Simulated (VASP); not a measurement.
Crystal: Fe.

```
Fe
1.0
     2.25707    0.00000    0.00000
     0.00000    2.25707    0.00000
     0.00000    0.00000    2.25707
Fe
1
Direct
  0.00000 0.00000 0.00000
```

This cell differs from its parent crystal: volume scaled by 0.96.

Base run:

```yaml
Program: VASP 6.6.1
Functional: RPBE
Potentials_or_basis: VASP PAW PBE potentials, release 64 (Fe_sv)
Cutoff: 600 eV
k_mesh: 15 × 15 × 15
Occupations: fermi-dirac, width 0.1 eV
Spin: no spin polarisation
```

Its results: band gap on the k mesh zero (band 8 reaches 14.37 eV, above the bottom of band 9 at 11.60 eV); pressure 4.8 GPa.

Problem. The run is repeated on the same cell with these changes: potentials or basis from VASP PAW PBE potentials, release 64 (Fe_sv) to VASP PAW PBE potentials, release 64 (Fe); cutoff from 600 eV to 520 eV; further incar settings from ALGO = Normal; EDIFF = 1e-06; NBANDS = 14 to ALGO = Normal; EDIFF = 1e-06; NBANDS = 10; valence electrons from 16 to 8. What comes out?

Solution. Band gap on the k mesh zero (band 4 reaches 8.14 eV, above the bottom of band 5 at 5.40 eV); pressure 7.5 GPa.

Caveats: the PAW data sets were made with another functional, which shifts forces and pressure a little; the run has no spin polarisation, though such a crystal can be magnetic.
